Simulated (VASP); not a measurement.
# Hf (Im-3m) in VASP: notebook

The runs below take Hf through single point, relaxation of cell and atoms, with LDA, PBEsol.

Program: VASP 6.6.1. These are calculated values, not measurements. Logs are shortened: lines on timing, memory, paths and dates and some standing lists are left out, and cuts for length are marked.

**1. The cell of the first run**

Symmetry: Im-3m, No. 229, cubic system. The conventional cell has a = 3.681 Å, b = 3.681 Å, c = 3.681 Å, α = 90.00°, β = 90.00°, γ = 90.00°. Within 4.2 Å of Hf (site symmetry m-3m) lie 14 Hf at 3.19 to 3.68 Å.

**2. Single point, LDA (volume scaled by 1.06)**

Contents of INCAR:

```
SYSTEM = Hf
  ALGO = Fast
  EDIFF = 1E-6
  ENCUT = 520
  GGA = CA
  ISIF = 2
  ISMEAR = -1
  LASPH = .TRUE.
  LCHARG = .TRUE.
  LELF = .TRUE.
  LREAL = .FALSE.
  LVHAR = .TRUE.
  LWAVE = .FALSE.
  NBANDS = 11
  NELM = 100
  PREC = Accurate
  SIGMA = 0.05
```

Contents of KPOINTS:

```
k-points
0
G
  10 10 10
  0 0 0
```

Contents of POSCAR:

```
Hf
1.0
   -1.8404011445      1.8404011445      1.8404011445
    1.8404011445     -1.8404011445      1.8404011445
    1.8404011445      1.8404011445     -1.8404011445
Hf
1
Direct
    0.0000000000      0.0000000000      0.0000000000
```

Potentials or basis: VASP PAW LDA potentials, release 64 (Hf_pv).

Run with:

```
cat potpaw_LDA.64/Hf_pv/POTCAR > POTCAR
mpirun -np 1 vasp_std > vasp.out
```

OUTCAR:

```text
SYSTEM = Hf
   EDIFF = 1E-6
   ENCUT = 520
   GGA = CA
   ISIF = 2
   ISMEAR = -1
   LASPH = .TRUE.
   LREAL = .FALSE.
   NELM = 100
   PREC = Accurate

 ion  position               nearest neighbor table
   1  0.000  0.000  0.000-

  LATTYP: Found a body centered cubic cell.
 ALAT       =     3.6808022890

  Lattice vectors:

 A1 = (  -1.8404011445,   1.8404011445,   1.8404011445)
 A2 = (   1.8404011445,  -1.8404011445,   1.8404011445)
 A3 = (   1.8404011445,   1.8404011445,  -1.8404011445)

Analysis of symmetry for initial positions (statically):
=====================================================================
 Subroutine PRICEL returns:
 Original cell was already a primitive cell.

 Routine SETGRP: Setting up the symmetry group for a
 body centered cubic supercell.

 Subroutine GETGRP returns: Found 48 space group operations
[... 9 lines left out ...]

 Routine SETGRP: Setting up the symmetry group for a
 body centered cubic supercell.

 Subroutine GETGRP returns: Found 48 space group operations
[... 11 lines left out ...]
                                     Primitive cell

  volume of cell :      24.9343

  direct lattice vectors                    reciprocal lattice vectors
    -1.840401144  1.840401144  1.840401144     0.000000000  0.271679901  0.271679901
     1.840401144 -1.840401144  1.840401144     0.271679901  0.000000000  0.271679901
     1.840401144  1.840401144 -1.840401144     0.271679901  0.271679901  0.000000000

  length of vectors
     3.187668289  3.187668289  3.187668289     0.384213400  0.384213400  0.384213400

  position of ions in fractional coordinates (direct lattice)
     0.000000000  0.000000000  0.000000000

  ion indices of the primitive-cell ions
   primitive index   ion index
                 1           1

----------------------------------------------------------------------------------------

 KPOINTS: k-points

Automatic generation of k-mesh.
 Grid dimensions read from file:
 generate k-points for:   10   10   10

 Generating k-lattice:

  Cartesian coordinates                     Fractional coordinates (reciprocal lattice)
     0.000000000  0.027167990  0.027167990     0.100000000  0.000000000  0.000000000
     0.027167990  0.000000000  0.027167990     0.000000000  0.100000000  0.000000000
     0.027167990  0.027167990  0.000000000     0.000000000  0.000000000  0.100000000

  Length of vectors
     0.038421340  0.038421340  0.038421340
[... 52 lines left out ...]
   ENCUT  =  520.0 eV  38.22 Ry    6.18 a.u.   5.93  5.93  5.93*2*pi/ulx,y,z
   NELM   =    100;   NELMIN=  2; NELMDL= -5     # of ELM steps
   EDIFF  = 0.1E-05   stopping-criterion for ELM
   LREAL  =      F    real-space projection
   EDIFFG = 0.1E-04   stopping-criterion for IOM
   NSW    =      0    number of steps for IOM
   IBRION =     -1    ionic relax: 0-MD 1-quasi-New 2-CG
   NFREE  =      0    steps in history (QN), initial steepest desc. (CG)
   ISIF   =      2    stress and relaxation
   ISYM   =      2    0-nonsym 1-usesym 2-fastsym
   POTIM  = 0.5000    time-step for ionic-motion
   TEBEG  =    0.0;   TEEND  =   0.0 temperature during run
   PSTRESS=    0.0 pullay stress
   NELECT =      10.0000    total number of electrons
   NUPDOWN=      -1.0000    fix difference up-down
   EMIN   =  10.00;   EMAX   =-10.00  energy-range for DOS
   EFERMI =   0.00;   METHOD = LEGACY
   ISMEAR =    -1;   SIGMA  =   0.05  broadening in eV -4-tet -1-fermi 0-gaus
   EFERMI_NEDOS =   21; number of points for ismear=-14 and -15
   IALGO  =     68    algorithm
   IMIX   =      4    mixing-type and parameters
     AMIX     =   0.40;   BMIX     =  1.00
     AMIX_MAG =   1.60;   BMIX_MAG =  1.00
  volume/ion in A,a.u.               =      24.93       168.27
  Fermi-wavevector in a.u.,A,eV,Ry     =   1.207283  2.281434 19.830923  1.457532
  Thomas-Fermi vector in A             =   2.342925
   LORBIT       =      0    0 simple, 1 ext, 2 COOP (PROOUT), +10 PAW based schemes
   GGA     = CA    functional components
   LHFCALC =     F    Hartree Fock is set to
   AEXX    =    0.0000 exact exchange contribution
   IVDW    =     0    specifies the selected vdW correction
   LEPSILON=     F    determine dielectric tensor
   LRPA    =     F    only Hartree local field effects (RPA)
 non-spin polarized calculation
 RMM-DIIS sequential band-by-band and
  energy-cutoff  :      520.00
  volume of cell :       24.93
 maximum number of plane-waves:       683
   NGX = 11   NGY = 11   NGZ = 11

 number of electron      10.0000000 magnetization

 number of electron       9.9999999 magnetization

 Free energy of the ion-electron system (eV)
  ---------------------------------------------------
  ext. energy  EPLUGINS =         0.00000000
  ---------------------------------------------------
  free energy    TOTEN  =       -10.29506720 eV

  energy without entropy =      -10.27811420  energy(sigma->0) =      -10.28659070

 E-fermi :   3.7420     XC(G=0): -10.9878

 val. band max:        3.7383605338   @ k =   0.3000   0.2000   0.0000
 cond. band min:       3.7821205309   @ k =  -0.4000   0.4000   0.1000
 fundamental gap:      0.0437599971
 Fermi energy:         3.7419742779

 k-point     1 :       0.0000    0.0000    0.0000
  band No.  band energies     occupation
      1     -26.3551      2.00000
      2     -26.3551      2.00000
      3     -26.3551      2.00000
      4      -2.8863      2.00000
      5       5.0771      0.00000
      6       5.0771      0.00000
      7       5.0771      0.00000
      8       7.5616      0.00000
      9       7.5616      0.00000
     10      16.6013      0.00000
     11      16.6013      0.00000
[... 309 lines left out ...]
 k-point    24 :      -0.3000    0.3000    0.1000
  band No.  band energies     occupation
      1     -26.7314      2.00000
      2     -26.5023      2.00000
      3     -26.3996      2.00000
      4      -0.1859      2.00000
      5       3.9766      0.01817
      6       4.1367      0.00074
      7       6.4093      0.00000
      8       7.6373      0.00000
      9       8.1901      0.00000
     10      14.9224      0.00000
     11      17.0182      0.00000

 [... further k-points ...]
[... 5 lines left out ...]
  --------------------------------------------------------------------------------------
  -------------------------------------------------------------------------------------
  Total       -2.5173917     -2.5173917     -2.5173917      0.0000000      0.0000000      0.0000000
  in kB     -161.7573041   -161.7573041   -161.7573041      0.0000000      0.0000000      0.0000000
  external PRESSURE =    -161.7573041 kB  Pullay stress =       0.0000000 kB

 VOLUME and BASIS-vectors are now :
 -----------------------------------------------------------------------------
  energy-cutoff  :      520.00
  volume of cell :       24.93
      direct lattice vectors                 reciprocal lattice vectors
    -1.840401144  1.840401144  1.840401144     0.000000000  0.271679901  0.271679901
     1.840401144 -1.840401144  1.840401144     0.271679901  0.000000000  0.271679901
     1.840401144  1.840401144 -1.840401144     0.271679901  0.271679901  0.000000000

 POSITION                                       TOTAL-FORCE (eV/Angst)
 -----------------------------------------------------------------------------------
      0.00000      0.00000      0.00000        -0.000000      0.000000     -0.000000
 -----------------------------------------------------------------------------------
    total drift:                                0.000000      0.000000      0.000000

  FREE ENERGIE OF THE ION-ELECTRON SYSTEM (eV)
  ---------------------------------------------------
  free  energy   TOTEN  =       -10.2950672003 eV

  energy  without entropy=      -10.2781142029  energy(sigma->0) =      -10.28659070
```

stdout:

```text
POSCAR found type information on POSCAR Hf
 POSCAR found :  1 types and       1 ions
 scaLAPACK will be used
 LDA part: xc-table for (Slater(with rela. corr.)+CA(PZ))
 , standard interpolation
 POSCAR, INCAR and KPOINTS ok, starting setup
 FFT: planning ... GRIDC
 FFT: planning ... GRID_SOFT
 FFT: planning ... GRID
 WAVECAR not read
 entering main loop
```

Run time: 14 s. Hardware: 1 thread of Intel Xeon 8259CL, shared host; peak memory 0.13 GiB.

What came out:

- Free energy: -10.2951 eV
- Pressure: -16.2 GPa
- Band gap on the k mesh: zero (band 5 reaches 5.08 eV, above the bottom of band 6 at 3.08 eV)

Caveat: the cell differs from its parent crystal (volume scaled by 1.06); spin-orbit coupling is left out, which moves the levels of the heavy elements.

**3. Relaxation of cell and atoms, PBEsol, target pressure 20 GPa, at which the enthalpy is minimised**

This run uses another cell than the first one, of 23.52 Å³/atom, 0.943 times its volume.

Contents of INCAR:

```
SYSTEM = Hf
  ALGO = Normal
  EDIFF = 1E-6
  EDIFFG = -0.01
  ENCUT = 600
  GGA = PS
  IBRION = 2
  ISIF = 3
  ISMEAR = -1
  LASPH = .TRUE.
  LCHARG = .FALSE.
  LREAL = .FALSE.
  LWAVE = .FALSE.
  NELM = 60
  NSW = 60
  PREC = Accurate
  PSTRESS = 200.0
  SIGMA = 0.05
```

KPOINTS is that of step 2.

Contents of POSCAR:

```
Hf
1.0
   -1.8050000000      1.8050000000      1.8050000000
    1.8050000000     -1.8050000000      1.8050000000
    1.8050000000      1.8050000000     -1.8050000000
Hf
1
Direct
    0.0000000000      0.0000000000      0.0000000000
```

Potentials or basis: VASP PAW PBE potentials, release 64 (Hf_pv).

Run with:

```
cat potpaw_PBE.64/Hf_pv/POTCAR > POTCAR
mpirun -np 1 vasp_std > vasp.out
```

Wall time 23 s (1 thread of Intel Xeon 6975P-C (Granite Rapids), shared host); peak memory 0.18 GiB.

It converged, with:

```
Free energy                                            : -10.1704 eV
Relaxed volume                                         : 18.22 Å³/atom
Relaxed cell                                           : a = 2.871 Å, b = 2.871 Å, c = 2.871 Å, α = 109.47°, β = 109.47°, γ = 109.47°
Space group after relaxing (to 0.05 Å)                 : Im-3m (No. 229)
Energy change on relaxing (the enthalpy is what falls) : +101.8 meV/atom
Ionic steps                                            : 5
Pressure after relaxing                                : 20.1 GPa
Band gap on the k mesh                                 : zero (band 5 reaches 7.52 eV, above the bottom of band 6 at 4.95 eV)
```

Step by step:
| step | energy change (eV) | largest force (eV/Å) | pressure (GPa) | volume (Å³) |
| --- | --- | --- | --- | --- |
| 1 | 0.0000 | 0.0000 | -9.31 | 23.52 |
| 2 | 3.2296 | 0.0000 | 180.68 | 11.70 |
| 3 | 0.0357 | 0.0000 | 14.96 | 18.83 |
| 4 | 0.0764 | 0.0000 | 18.16 | 18.44 |
| 5 | 0.1018 | 0.0000 | 20.07 | 18.22 |

Final structure:
```cif
data_structure
_symmetry_space_group_name_H-M 'P 1'
_symmetry_Int_Tables_number 1
_cell_length_a 2.8713
_cell_length_b 2.8713
_cell_length_c 2.8713
_cell_angle_alpha 109.471
_cell_angle_beta 109.471
_cell_angle_gamma 109.471
_cell_volume 18.22
loop_
_atom_site_label
_atom_site_type_symbol
_atom_site_fract_x
_atom_site_fract_y
_atom_site_fract_z
_atom_site_occupancy
Hf1 Hf 0.00000 0.00000 0.00000 1
```

Levels at points of the mesh, in eV from the Fermi level:
```
           k point  band 3  band 4  band 5  band 6  band 7  band 8
(0.00, 0.00, 0.00)  -29.02   -7.71    1.58    1.58    1.58    5.01
(0.50, 0.00, 0.00)  -29.04   -4.14   -1.00    2.06    4.99    6.22
(0.50, 0.50, 0.50)  -30.11   -3.65   -3.65    8.41    8.41    8.41
```

Caveat: the cell is relaxed towards a set pressure, so the enthalpy falls and the energy may rise; the volume moved by over 15 % at a fixed basis, so the end points are rough; the PAW data sets were made with another functional, which shifts forces and pressure a little; spin-orbit coupling is left out, which moves the levels of the heavy elements.

(Part 1 of 2 ends here.)
